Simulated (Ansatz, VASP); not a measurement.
**One calculation of BAs, two programs**

The input INCAR:

```
SYSTEM = BAs
PREC     = Accurate       ! precision mode
ENCUT    = 520            ! plane-wave cutoff, eV
EDIFF    = 1E-6           ! SCF threshold, eV
ISMEAR   = 0              ! smearing method
SIGMA    = 0.05           ! smearing width, eV
LREAL    = .False.        ! projectors in reciprocal space
LASPH    = .True.         ! aspherical terms in the spheres
NELM     = 100            ! most SCF steps
ALGO     = Normal         ! electronic algorithm
ISIF     = 2              ! what is computed and relaxed
LWAVE    = .False.        ! write WAVECAR
LCHARG   = .True.         ! write CHGCAR
GGA      = PE             ! functional
LELF     = .True.         ! ELF
LVHAR    = .True.       
NBANDS   = 11             ! bands
```

File KPOINTS:

```
regular mesh
0
Gamma
  12 12 12
  0 0 0
```

File POSCAR:

```
BAs
1.0
    0.0000000000      2.4558168217      2.2593514759
    2.4558168217      0.0000000000      2.2593514759
    2.4558168217      2.4558168217      0.0000000000
B As
1 1
Direct
    0.0000000000      0.0000000000      0.0000000000
    0.7500000000      0.7500000000      0.7500000000
```

Input for Ansatz:

```yaml
crystal:
  lattice:
    - [0.0, 2.4558168217, 2.2593514759]
    - [2.4558168217, 0.0, 2.2593514759]
    - [2.4558168217, 2.4558168217, 0.0]
  atoms:
    - { symbol: B, position: [0.0, 0.0, 0.0] }
    - { symbol: As, position: [0.75, 0.75, 0.75] }
basis:
  ecutwfc: 420
kpoints:
  mp_grid: { grid: [12, 12, 12] }
hamiltonian:
  xc: pbe
scf:
  occupations: { method: gaussian, width: 0.05 }
output:
  forces: true
  stress: true
  eigenvalues: true
```

Alike in both runs: task single point; functional PBE; k mesh 12 × 12 × 12; occupations gaussian, width 0.05 eV; no spin polarisation.

|  | VASP | Ansatz |
| --- | --- | --- |
| version | VASP 6.6.1 | Ansatz 0.2.0 |
| potentials or method | VASP PAW PBE potentials, release 64 (B, As), cutoff 520 eV | scalar-relativistic, plane waves, PAW |
| valence electrons in the cell | 8 | 18 |

```tsv
	VASP	Ansatz	Ansatz less VASP
gap on the k mesh at the Fermi level (eV)	none	none	-
pressure (GPa)	3.3	2.7	-0.65
traceless stress, the component that is largest in VASP (GPa)	9.93	9.99	+0.061
```

A gap of «none» marks a metal or a gap that the smearing closes. The functional is the same, so the differences come from potentials, cutoffs and numerics. VASP's potentials hold 8 valence electrons a cell and Ansatz's 18, so a difference there can come from the potentials and not from the codes.
